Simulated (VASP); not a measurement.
# Al (P6/mmm) in VASP: further runs

The runs below take Al through single point, with PBE.

Program: VASP 6.6.1. These are calculated values, not measurements. Logs are shortened: lines on timing, memory, paths and dates and some standing lists are left out, and cuts for length are marked.

## 1. The cell of the first run

The structure is hexagonal, space group P6/mmm (No. 191). Conventional cell: a = 2.345 Å, b = 2.345 Å, c = 2.287 Å, α = 90.00°, β = 90.00°, γ = 120.00°. Within 3.0 Å of Al (site symmetry 6/mmm) lie 8 Al at 2.29 to 2.35 Å.

## 2. Single point, PBE

The input, INCAR:

```
SYSTEM = Al
  ALGO = Normal
  EDIFF = 1E-7
  ENCUT = 520
  GGA = PE
  ISIF = 2
  ISMEAR = -1
  LASPH = .True.
  LCHARG = .False.
  LREAL = .False.
  LWAVE = .False.
  NBANDS = 8
  NELM = 100
  PREC = Accurate
  SIGMA = 0.08
```

The input, KPOINTS:

```
k-points
0
Gamma
  16 16 15
  0 0 0
```

The input, POSCAR:

```
Al
1.0
    2.3451026712      0.0000000000      0.0000000000
   -1.1725513356      2.0309184877      0.0000000000
    0.0000000000      0.0000000000      2.2865085074
Al
1
Direct
    0.0000000000      0.0000000000      0.0000000000
```

Potentials or basis: VASP PAW PBE potentials, release 64 (Al).

Command:

```
$ cat potpaw_PBE.64/Al/POTCAR > POTCAR
$ mpirun -np 1 vasp_std > vasp.out
```

OUTCAR:

```text
SYSTEM = Al
   EDIFF = 1E-7
   ENCUT = 520
   GGA = PE
   ISIF = 2
   ISMEAR = -1
   LASPH = .True.
   LREAL = .False.
   NELM = 100
   PREC = Accurate

 ion  position               nearest neighbor table
   1  0.000  0.000  0.000-

  LATTYP: Found a hexagonal cell.
 ALAT       =     2.3451026712
 C/A-ratio  =     0.9750142437

  Lattice vectors:

 A1 = (   2.3451026712,   0.0000000000,   0.0000000000)
 A2 = (  -1.1725513356,   2.0309184877,   0.0000000000)
 A3 = (   0.0000000000,   0.0000000000,   2.2865085074)

Analysis of symmetry for initial positions (statically):
=====================================================================
 Subroutine PRICEL returns:
 Original cell was already a primitive cell.

 Routine SETGRP: Setting up the symmetry group for a
 hexagonal supercell.

 Subroutine GETGRP returns: Found 24 space group operations
 (whereof 24 operations were pure point group operations)
 out of a pool of 24 trial point group operations.

The static configuration has the point symmetry D_6h.

Analysis of symmetry for dynamics (positions and initial velocities):
=====================================================================
 Subroutine PRICEL returns:
 Original cell was already a primitive cell.

 Routine SETGRP: Setting up the symmetry group for a
 hexagonal supercell.

 Subroutine GETGRP returns: Found 24 space group operations
 (whereof 24 operations were pure point group operations)
 out of a pool of 24 trial point group operations.

The dynamic configuration has the point symmetry D_6h.

 Subroutine INISYM returns: Found 24 space group operations
 (whereof 24 operations are pure point group operations),
 and found     1 'primitive' translations

----------------------------------------------------------------------------------------

                                     Primitive cell

  volume of cell :      10.8900

  direct lattice vectors                    reciprocal lattice vectors
     2.345102671  0.000000000  0.000000000     0.426420562  0.246194027  0.000000000
    -1.172551336  2.030918488  0.000000000     0.000000000  0.492388053  0.000000000
     0.000000000  0.000000000  2.286508507     0.000000000  0.000000000  0.437348034

  length of vectors
     2.345102671  2.345102671  2.286508507     0.492388053  0.492388053  0.437348034

  position of ions in fractional coordinates (direct lattice)
     0.000000000  0.000000000  0.000000000

  ion indices of the primitive-cell ions
   primitive index   ion index
                 1           1

----------------------------------------------------------------------------------------

 KPOINTS: k-points

Automatic generation of k-mesh.
 Grid dimensions read from file:
 generate k-points for:   16   16   15

 Generating k-lattice:

  Cartesian coordinates                     Fractional coordinates (reciprocal lattice)
     0.026651285  0.015387127  0.000000000     0.062500000  0.000000000  0.000000000
     0.000000000  0.030774253  0.000000000     0.000000000  0.062500000  0.000000000
     0.000000000  0.000000000  0.029156536     0.000000000  0.000000000  0.066666667

  Length of vectors
     0.030774253  0.030774253  0.029156536

  Shift w.r.t. Gamma in fractional coordinates (k-lattice)
     0.000000000  0.000000000  0.000000000

 Subroutine IBZKPT returns following result:
 ===========================================

 Found    240 irreducible k-points:

 Following reciprocal coordinates:
            Coordinates               Weight
  0.000000  0.000000  0.000000      1.000000
  0.062500  0.000000  0.000000      6.000000
  0.125000  0.000000  0.000000      6.000000
  0.187500  0.000000  0.000000      6.000000
  0.250000  0.000000  0.000000      6.000000
  0.312500  0.000000  0.000000      6.000000
[... 16 lines left out ...]
  0.187500  0.187500  0.000000      6.000000
  0.250000  0.187500  0.000000     12.000000
 [... further k-points ...]
   k-points           NKPTS =    240   k-points in BZ     NKDIM =    240   number of bands    NBANDS=      8
   number of dos      NEDOS =    301   number of ions     NIONS =      1
   total plane-waves  NPLWV =   5832
   dimension x,y,z NGX =    18 NGY =   18 NGZ =   18
   dimension x,y,z NGXF=    36 NGYF=   36 NGZF=   36
   ions per type =               1
   NGX,Y,Z   is equivalent  to a cutoff of  12.76, 12.76, 13.09 a.u.
   NGXF,Y,Z  is equivalent  to a cutoff of  25.52, 25.52, 26.17 a.u.
 SYSTEM =  Al
   PREC   = accura    normal or accurate (medium, high low for compatibility)
   ISTART =      0    job   : 0-new  1-cont  2-samecut
   ICHARG =      2    charge: 1-file 2-atom 10-const
   ISPIN  =      1    spin polarized calculation?
   LNONCOLLINEAR =      F non collinear calculations
   LSORBIT =      F    spin-orbit coupling
   LASPH  =      T    aspherical Exc in radial PAW
   ENCUT  =  520.0 eV  38.22 Ry    6.18 a.u.   4.36  4.36  4.25*2*pi/ulx,y,z
   NELM   =    100;   NELMIN=  2; NELMDL= -5     # of ELM steps
   EDIFF  = 0.1E-06   stopping-criterion for ELM
   LREAL  =      F    real-space projection
   EDIFFG = 0.1E-05   stopping-criterion for IOM
   NSW    =      0    number of steps for IOM
   IBRION =     -1    ionic relax: 0-MD 1-quasi-New 2-CG
   NFREE  =      0    steps in history (QN), initial steepest desc. (CG)
   ISIF   =      2    stress and relaxation
   ISYM   =      2    0-nonsym 1-usesym 2-fastsym
   POTIM  = 0.5000    time-step for ionic-motion
   TEBEG  =    0.0;   TEEND  =   0.0 temperature during run
   PSTRESS=    0.0 pullay stress
   NELECT =       3.0000    total number of electrons
   NUPDOWN=      -1.0000    fix difference up-down
   EMIN   =  10.00;   EMAX   =-10.00  energy-range for DOS
   EFERMI =   0.00;   METHOD = LEGACY
   ISMEAR =    -1;   SIGMA  =   0.08  broadening in eV -4-tet -1-fermi 0-gaus
   EFERMI_NEDOS =   21; number of points for ismear=-14 and -15
   IALGO  =     38    algorithm
   IMIX   =      4    mixing-type and parameters
     AMIX     =   0.40;   BMIX     =  1.00
     AMIX_MAG =   1.60;   BMIX_MAG =  1.00
  volume/ion in A,a.u.               =      10.89        73.49
  Fermi-wavevector in a.u.,A,eV,Ry     =   1.065221  2.012975 15.438459  1.134695
  Thomas-Fermi vector in A             =   2.200765
   LORBIT       =      0    0 simple, 1 ext, 2 COOP (PROOUT), +10 PAW based schemes
   GGA     = PE    functional components
   LHFCALC =     F    Hartree Fock is set to
   AEXX    =    0.0000 exact exchange contribution
   IVDW    =     0    specifies the selected vdW correction
   LEPSILON=     F    determine dielectric tensor
   LRPA    =     F    only Hartree local field effects (RPA)
 non-spin polarized calculation
  energy-cutoff  :      520.00
  volume of cell :       10.89
 maximum number of plane-waves:       315
 NGX is ok and might be reduce to    18

 number of electron       3.0000000 magnetization

 Free energy of the ion-electron system (eV)
  ---------------------------------------------------
  ext. energy  EPLUGINS =         0.00000000
  ---------------------------------------------------
  free energy    TOTEN  =        -1.87989567 eV

  energy without entropy =       -1.87348883  energy(sigma->0) =       -1.87669225

 E-fermi :  12.8925     XC(G=0): -11.7897

 val. band max:       12.8749339955   @ k =   0.3125   0.3125   0.1333
 cond. band min:      12.9055683916   @ k =   0.1875   0.1250   0.3333
 fundamental gap:      0.0306343961
 Fermi energy:        12.8925095608

 k-point     1 :       0.0000    0.0000    0.0000
  band No.  band energies     occupation
      1      -1.2090      2.00000
      2      21.9401      0.00000
      3      25.6497      0.00000
      4      28.8869      0.00000
      5      28.8869      0.00000
      6      33.0633      0.00000
      7      33.0633      0.00000
      8      33.7122      0.00000

 k-point     2 :       0.0625    0.0000    0.0000
  band No.  band energies     occupation
      1      -1.0693      2.00000
      2      21.9124      0.00000
      3      25.7476      0.00000
      4      27.0381      0.00000
      5      28.4023      0.00000
      6      32.8867      0.00000
      7      33.7695      0.00000
      8      35.6460      0.00000

 k-point     3 :       0.1250    0.0000    0.0000
  band No.  band energies     occupation
      1      -0.6517      2.00000
      2      21.6225      0.00000
      3      24.3167      0.00000
      4      26.0416      0.00000
      5      27.4501      0.00000
      6      32.3253      0.00000
      7      35.3844      0.00000
      8      39.0040      0.00000

 k-point     4 :       0.1875    0.0000    0.0000
  band No.  band energies     occupation
      1       0.0397      2.00000
      2      19.9633      0.00000
      3      22.9306      0.00000
      4      26.4889      0.00000
      5      26.5316      0.00000
      6      31.8705      0.00000
      7      37.4413      0.00000
      8      42.1475      0.00000

 k-point     5 :       0.2500    0.0000    0.0000
  band No.  band energies     occupation
      1       0.9981      2.00000
      2      17.2775      0.00000
      3      22.6346      0.00000
      4      25.6566      0.00000
      5      27.2158      0.00000
      6      31.8035      0.00000
      7      39.7873      0.00000
      8      41.3869      0.00000
[... 177 lines left out ...]
 k-point    22 :       0.4375    0.1250    0.0000
  band No.  band energies     occupation
      1       7.0512      2.00000
      2       8.4966      2.00000
      3      17.9638      0.00000
      4      28.3368      0.00000
      5      31.1023      0.00000
      6      34.6413      0.00000
      7      35.3635      0.00000
      8      39.0356      0.00000

 k-point    23 :       0.1875    0.1875    0.0000
  band No.  band energies     occupation
      1       2.4812      2.00000
      2      15.9478      0.00000
      3      17.6535      0.00000
      4      28.0978      0.00000
      5      28.3029      0.00000
      6      35.4989      0.00000
      7      37.0014      0.00000
      8      40.4265      0.00000

 k-point    24 :       0.2500    0.1875    0.0000
  band No.  band energies     occupation
      1       3.8034      2.00000
      2      13.8011      0.00002
      3      16.5591      0.00000
      4      29.1484      0.00000
      5      29.2775      0.00000
      6      35.5727      0.00000
      7      38.3590      0.00000
      8      38.5959      0.00000

 [... further k-points ...]

------------------------ aborting loop because EDIFF is reached ----------------------------------------

  FORCE on cell =-STRESS in cart. coord.  units (eV):
  Direction    XX          YY          ZZ          XY          YZ          ZX
  --------------------------------------------------------------------------------------
  -------------------------------------------------------------------------------------
  Total        7.1349339      7.1349339      7.1032153      0.0000000     -0.0000000      0.0000000
  in kB     1049.7197254   1049.7197254   1045.0531671      0.0000000     -0.0000000      0.0000000
  external PRESSURE =    1048.1642060 kB  Pullay stress =       0.0000000 kB

 VOLUME and BASIS-vectors are now :
 -----------------------------------------------------------------------------
  energy-cutoff  :      520.00
  volume of cell :       10.89
      direct lattice vectors                 reciprocal lattice vectors
     2.345102671  0.000000000  0.000000000     0.426420562  0.246194027  0.000000000
    -1.172551336  2.030918488  0.000000000     0.000000000  0.492388053  0.000000000
     0.000000000  0.000000000  2.286508507     0.000000000  0.000000000  0.437348034

 POSITION                                       TOTAL-FORCE (eV/Angst)
 -----------------------------------------------------------------------------------
      0.00000      0.00000      0.00000         0.000000      0.000000      0.000000
 -----------------------------------------------------------------------------------
    total drift:                                0.000000      0.000000      0.000000

  FREE ENERGIE OF THE ION-ELECTRON SYSTEM (eV)
  ---------------------------------------------------
  free  energy   TOTEN  =        -1.8798956662 eV

  energy  without entropy=       -1.8734888343  energy(sigma->0) =       -1.87669225
```

It took 9 s on 1 thread of Intel Xeon Platinum 8559C (Emerald Rapids), shared host; peak memory 0.12 GiB.

What came out:

- Free energy: -1.8799 eV
- Pressure: 104.8 GPa

Stress tensor (GPa, compression positive):
```
104.97   0.00   0.00
  0.00 104.97   0.00
  0.00   0.00 104.51
```

## 3. Single point, PBE

The input, INCAR:

```
PREC     = Accurate       # precision mode
ENCUT    = 520            # plane-wave cutoff, eV
EDIFF    = 1E-7           # SCF threshold, eV
ISMEAR   = -1             # smearing method
SIGMA    = 0.08           # smearing width, eV
LREAL    = False          # projectors in reciprocal space
LASPH    = True           # aspherical terms in the spheres
NELM     = 80             # most SCF steps
ALGO     = Normal         # electronic algorithm
ISIF     = 2              # what is computed and relaxed
LWAVE    = False          # write WAVECAR
LCHARG   = False          # write CHGCAR
GGA      = PE             # functional
NBANDS   = 8              # bands
```

The input, KPOINTS:

```
Automatic mesh
0
Gamma
  16 16 15
```

POSCAR is that of step 2.

Potentials or basis: VASP PAW PBE potentials, release 64 (Al).

Command:

```
$ cat potpaw_PBE.64/Al/POTCAR > POTCAR
$ mpirun -np 1 vasp_std > vasp.out
```

Run time: 9.2 s. Hardware: 1 thread of Intel Xeon Platinum 8559C (Emerald Rapids), shared host; peak memory 0.12 GiB.

The run converged. Its results:

| Quantity | Value |
| --- | --- |
| Free energy | -1.8799 eV |
| Pressure | 104.8 GPa |

Stress tensor (GPa, compression positive):
```
104.97   0.00   0.00
  0.00 104.97   0.00
  0.00   0.00 104.51
```

Levels at points of the mesh, in eV from the Fermi level:
```
           k point  band 1  band 2  band 3  band 4  band 5  band 6  band 7
(0.00, 0.00, 0.00)  -14.10    9.05   12.76   15.99   15.99   20.17   20.17
(0.50, 0.00, 0.00)   -6.21   -4.77    9.17   11.24   17.80   21.66   22.15
```
